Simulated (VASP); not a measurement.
# TaNbO (I-4m2) in VASP: a series of runs

Runs on TaNbO. Level: PBE. Tasks: relaxation of cell and atoms, single point.

Everything below comes from runs of VASP 6.6.1. Logs are shortened: lines on timing, memory, paths and dates and some standing lists are left out, and cuts for length are marked.

### Step 1. The cell of the first run

It takes space group I-4m2 (No. 119, tetragonal). The conventional cell has a = 5.232 Å, b = 5.232 Å, c = 3.893 Å, α = 90.00°, β = 90.00°, γ = 90.00°. Ta (site symmetry -4m2) has 2 O at 1.95 Å within 2.6 Å. Within 3.7 Å of Nb (site symmetry -4m2) lie 4 O at 2.79 Å and 4 Ta at 2.79 Å. Within 2.6 Å of O (site symmetry -4m2) lie 2 Ta at 1.95 Å.

### Step 2. Relaxation of cell and atoms, PBE

The input, INCAR:

```
  ALGO = Normal
  EDIFF = 1E-6
  EDIFFG = -0.01
  ENCUT = 600
  GGA = PE
  IBRION = 2
  ISIF = 3
  ISMEAR = 0
  LASPH = T
  LCHARG = F
  LREAL = F
  LWAVE = F
  NELM = 80
  NSW = 100
  PREC = Accurate
  SIGMA = 0.1
```

The input, KPOINTS:

```
k-points
0
Gamma
  14 14 14
```

The input, POSCAR:

```
TaNbO
1.0
   -2.6158458931      2.6158458931      1.9464112778
    2.6158458931     -2.6158458931      1.9464112778
    2.6158458931      2.6158458931     -1.9464112778
Ta Nb O
1 1 1
Direct
    0.2500000000      0.7500000000      0.5000000000
    0.5000000000      0.5000000000      0.0000000000
    0.7500000000      0.2500000000      0.5000000000
```

Potentials or basis: VASP PAW PBE potentials, release 64 (Ta_pv, Nb_sv, O).

Launch:

```console
$ cat potpaw_PBE.64/Ta_pv/POTCAR potpaw_PBE.64/Nb_sv/POTCAR potpaw_PBE.64/O/POTCAR > POTCAR
$ mpirun -np 1 vasp_std > vasp.out
```

OUTCAR:

```text
EDIFF = 1E-6
   EDIFFG = -0.01
   ENCUT = 600
   GGA = PE
   IBRION = 2
   ISIF = 3
   ISMEAR = 0
   LASPH = T
   LREAL = F
   NELM = 80
   NSW = 100
   PREC = Accurate

 ion  position               nearest neighbor table
   1  0.250  0.750  0.500-   3 1.95   3 1.95   2 2.79   2 2.79   2 2.79   2 2.79
   2  0.500  0.500  0.000-   1 2.79   1 2.79   1 2.79   1 2.79
   3  0.750  0.250  0.500-   1 1.95   1 1.95

  LATTYP: Found a body centered tetragonal cell.
 ALAT       =     5.2316917862
 C/A-ratio  =     0.7440848419

  Lattice vectors:

 A1 = (  -2.6158458931,   2.6158458931,   1.9464112778)
 A2 = (   2.6158458931,  -2.6158458931,   1.9464112778)
 A3 = (   2.6158458931,   2.6158458931,  -1.9464112778)

Analysis of symmetry for initial positions (statically):
=====================================================================
 Subroutine PRICEL returns:
 Original cell was already a primitive cell.

 Routine SETGRP: Setting up the symmetry group for a
 body centered tetragonal supercell.

 Subroutine GETGRP returns: Found  8 space group operations
 (whereof  8 operations were pure point group operations)
 out of a pool of 16 trial point group operations.

The static configuration has the point symmetry D_2d.

Analysis of symmetry for dynamics (positions and initial velocities):
=====================================================================
 Subroutine PRICEL returns:
 Original cell was already a primitive cell.

 Routine SETGRP: Setting up the symmetry group for a
 body centered tetragonal supercell.

 Subroutine GETGRP returns: Found  8 space group operations
 (whereof  8 operations were pure point group operations)
 out of a pool of 16 trial point group operations.

The dynamic configuration has the point symmetry D_2d.

 Subroutine INISYM returns: Found  8 space group operations
 (whereof  8 operations are pure point group operations),
 and found     1 'primitive' translations

----------------------------------------------------------------------------------------

                                     Primitive cell

  volume of cell :      53.2744

  direct lattice vectors                    reciprocal lattice vectors
    -2.615845893  2.615845893  1.946411278     0.000000000  0.191142759  0.256883016
     2.615845893 -2.615845893  1.946411278     0.191142759  0.000000000  0.256883016
     2.615845893  2.615845893 -1.946411278     0.191142759  0.191142759  0.000000000
[... 95 lines left out ...]
   TEBEG  =    0.0;   TEEND  =   0.0 temperature during run
   PSTRESS=    0.0 pullay stress
   NELECT =      30.0000    total number of electrons
   NUPDOWN=      -1.0000    fix difference up-down
   EMIN   =  10.00;   EMAX   =-10.00  energy-range for DOS
   EFERMI =   0.00;   METHOD = LEGACY
   ISMEAR =     0;   SIGMA  =   0.10  broadening in eV -4-tet -1-fermi 0-gaus
   EFERMI_NEDOS =   21; number of points for ismear=-14 and -15
   IALGO  =     38    algorithm
   IMIX   =      4    mixing-type and parameters
     AMIX     =   0.40;   BMIX     =  1.00
     AMIX_MAG =   1.60;   BMIX_MAG =  1.00
  volume/ion in A,a.u.               =      17.76       119.84
  Fermi-wavevector in a.u.,A,eV,Ry     =   1.351893  2.554707 24.866203  1.827614
  Thomas-Fermi vector in A             =   2.479277
   LORBIT       =      0    0 simple, 1 ext, 2 COOP (PROOUT), +10 PAW based schemes
   GGA     = PE    functional components
   LHFCALC =     F    Hartree Fock is set to
   AEXX    =    0.0000 exact exchange contribution
   IVDW    =     0    specifies the selected vdW correction
   LEPSILON=     F    determine dielectric tensor
   LRPA    =     F    only Hartree local field effects (RPA)
 conjugate gradient relaxation of ions
 non-spin polarized calculation
 Gauss-broadening in eV      SIGMA  =   0.10
  energy-cutoff  :      600.00
  volume of cell :       53.27
 maximum number of plane-waves:      1799
 NGX is ok and might be reduce to    36
   NGX = 17   NGY = 17   NGZ = 17

--------------------------------------- Ionic step        1  -------------------------------------------

 number of electron      29.9999999 magnetization

 Free energy of the ion-electron system (eV)
  ---------------------------------------------------
  ext. energy  EPLUGINS =         0.00000000
  ---------------------------------------------------
  free energy    TOTEN  =       -26.81553640 eV

  energy without entropy =      -26.79813291  energy(sigma->0) =      -26.80683466

------------------------ aborting loop because EDIFF is reached ----------------------------------------

  FORCE on cell =-STRESS in cart. coord.  units (eV):
  Direction    XX          YY          ZZ          XY          YZ          ZX
  --------------------------------------------------------------------------------------
  -------------------------------------------------------------------------------------
  Total       -0.0830957     -0.0830957      0.2096644      0.0000000      0.0000000      0.0000000
  in kB       -2.4990243     -2.4990243      6.3054551      0.0000000      0.0000000      0.0000000
  external PRESSURE =       0.4358022 kB  Pullay stress =       0.0000000 kB
[... 283 lines left out ...]
--------------------------------------- Ionic step        9  -------------------------------------------

 number of electron      29.9999999 magnetization

 Free energy of the ion-electron system (eV)
  ---------------------------------------------------
  ext. energy  EPLUGINS =         0.00000000
  ---------------------------------------------------
  free energy    TOTEN  =       -26.81576000 eV

  energy without entropy =      -26.79841514  energy(sigma->0) =      -26.80708757

 E-fermi :   6.4095     XC(G=0): -11.2026

 val. band max:        6.4086397034   @ k =   0.1429   0.0714   0.0714
 cond. band min:       6.4103812529   @ k =  -0.4286   0.4286   0.2857
 fundamental gap:      0.0017415496
 Fermi energy:         6.4094868259

 k-point     1 :       0.0000    0.0000    0.0000
  band No.  band energies     occupation
      1     -48.7059      2.00000
      2     -28.5375      2.00000
      3     -28.1106      2.00000
      4     -28.1106      2.00000
      5     -24.7523      2.00000
      6     -24.7406      2.00000
[... 505 lines left out ...]
      6     -24.7630      2.00000
[... 11 lines left out ...]
     18       8.8870      0.00000
     19       9.0446      0.00000

 [... further k-points ...]

------------------------ aborting loop because EDIFF is reached ----------------------------------------

  FORCE on cell =-STRESS in cart. coord.  units (eV):
  Direction    XX          YY          ZZ          XY          YZ          ZX
  --------------------------------------------------------------------------------------
  -------------------------------------------------------------------------------------
  Total       -0.0015346     -0.0015346     -0.0267913      0.0000000      0.0000000      0.0000000
  in kB       -0.0462366     -0.0462366     -0.8071816      0.0000000      0.0000000      0.0000000
  external PRESSURE =      -0.2998849 kB  Pullay stress =       0.0000000 kB
[... 18 lines left out ...]
  FREE ENERGIE OF THE ION-ELECTRON SYSTEM (eV)
  ---------------------------------------------------
  free  energy   TOTEN  =       -26.8157599997 eV

  energy  without entropy=      -26.7984151414  energy(sigma->0) =      -26.80708757

 reached required accuracy - stopping structural energy minimisation
```

CONTCAR:

```text
TaNbO
   1.00000000000000
    -2.6113555567214242    2.6113555567214242    1.9495830648052910
     2.6113555567214242   -2.6113555567214242    1.9495830648052910
     2.6113555567214242    2.6113555567214242   -1.9495830648052910
  Ta              Nb              O
     1     1     1
Direct
     0.2500000000000000    0.7500000000000000    0.5000000000000000
     0.5000000000000000    0.5000000000000000    0.0000000000000000
     0.7500000000000000    0.2500000000000000    0.5000000000000000

  0.00000000E+00  0.00000000E+00  0.00000000E+00
  0.00000000E+00  0.00000000E+00  0.00000000E+00
  0.00000000E+00  0.00000000E+00  0.00000000E+00
```

It took 19 min on 1 thread of Intel Xeon Platinum 8259CL at 2.50GHz (Skylake/Cascade Lake), shared host; peak memory 0.48 GiB.

What came out:

```
Free energy                            : -26.8158 eV
Relaxed volume                         : 17.73 Å³/atom
Relaxed cell                           : a = 4.176 Å, b = 4.176 Å, c = 4.176 Å, α = 102.59°, β = 102.59°, γ = 124.34°
Space group after relaxing (to 0.05 Å) : I-4m2 (No. 119)
Energy gained by relaxing              : 0.1 meV/atom
Ionic steps                            : 9
Pressure after relaxing                : 0.0 GPa
Band gap on the k mesh                 : zero (band 15 reaches 7.25 eV, above the bottom of band 16 at 5.83 eV)
```

Step by step:
```tsv
step	energy change (eV)	largest force (eV/Å)	pressure (GPa)	volume (Å³)
1	0.0000	0.0000	0.04	53.27
2	0.0002	0.0000	-0.53	53.31
3	-0.0002	0.0000	-0.21	53.29
4	-0.0002	0.0000	-0.21	53.29
5	-0.0001	0.0000	-0.36	53.30
6	-0.0002	0.0000	-0.24	53.29
7	-0.0002	0.0000	0.08	53.12
8	-0.0002	0.0000	-0.10	53.22
9	-0.0002	0.0000	-0.03	53.18
```

Final structure:
```
CELL_PARAMETERS angstrom
-2.61136 2.61136 1.94958
2.61136 -2.61136 1.94958
2.61136 2.61136 -1.94958
ATOMIC_POSITIONS crystal
Ta 0.25000 0.75000 0.50000
Nb 0.50000 0.50000 0.00000
O 0.75000 0.25000 0.50000
```

Levels at points of the mesh, in eV from the Fermi level:
```tsv
k point	band 12	band 13	band 14	band 15	band 16	band 17	band 18	band 19
(0.00, 0.00, 0.00)	-4.43	-3.18	-1.61	-0.11	0.15	0.15	0.74	0.74
(0.50, 0.00, 0.00)	-2.47	-1.49	-1.22	0.31	0.64	1.27	1.87	2.22
(0.50, 0.50, 0.00)	-2.32	-2.29	-0.84	-0.59	-0.58	0.15	0.75	2.89
(0.50, 0.50, 0.50)	-2.33	-1.71	-0.16	0.85	0.85	1.05	1.27	1.27
```

Caveat: spin-orbit coupling is left out, which moves the levels of the heavy elements.

### Step 3. Single point, PBE

This run uses another cell than the first one, of 15.40 Å³/atom, 0.867 times its volume.

The input, INCAR:

```
SYSTEM = TaNbO
PREC = Accurate
ENCUT = 520
EDIFF = 1E-6
ISMEAR = 0
SIGMA = 0.1
LREAL = .False.
LASPH = .True.
NELM = 100
ALGO = Normal
ISIF = 2
LWAVE = .False.
LCHARG = .False.
GGA = PE
NBANDS = 22
```

The input, KPOINTS:

```
regular mesh
0
Gamma
  6 6 6
  0 0 0
```

The input, POSCAR:

```
TaNbO
1.0
   -2.3732386500      2.3732386500      2.0504308200
    2.3732386500     -2.3732386500      2.0504308200
    2.3732386500      2.3732386500     -2.0504308200
Ta Nb O
1 1 1
Direct
    0.7500000000      0.2500000000      0.5000000000
    0.5000000000      0.5000000000      0.0000000000
    0.2500000000      0.7500000000      0.5000000000
```

Potentials or basis: VASP PAW PBE potentials, release 64 (Ta_pv, Nb_sv, O).

Launch:

```console
$ cat potpaw_PBE.64/Ta_pv/POTCAR potpaw_PBE.64/Nb_sv/POTCAR potpaw_PBE.64/O/POTCAR > POTCAR
$ mpirun -np 1 vasp_std > vasp.out
```

Wall time 34 s (1 thread of Intel Xeon 6975P-C, shared host); peak memory 0.19 GiB.

Results (log left out):

```
Free energy            : -26.1046 eV
Pressure               : 12.9 GPa
Band gap on the k mesh : zero (band 15 reaches 8.63 eV, above the bottom of band 16 at 6.92 eV)
```

Stress tensor (GPa, compression positive):
```
23.67  0.00  0.00
 0.00 23.67  0.00
 0.00  0.00 -8.65
```

Levels at points of the mesh, in eV from the Fermi level:
| k point | band 13 | band 14 | band 15 | band 16 | band 17 | band 18 |
| --- | --- | --- | --- | --- | --- | --- |
| (0.00, 0.00, 0.00) | -3.79 | -1.45 | -0.12 | -0.12 | 0.31 | 1.07 |
| (0.50, 0.00, 0.00) | -1.62 | -1.19 | 0.46 | 0.74 | 1.12 | 2.20 |
| (0.50, 0.50, 0.00) | -2.26 | -1.24 | -0.95 | -0.85 | 0.74 | 1.52 |
| (0.50, 0.50, 0.50) | -1.31 | 0.54 | 0.86 | 0.86 | 1.01 | 1.67 |

Caveat: spin-orbit coupling is left out, which moves the levels of the heavy elements.
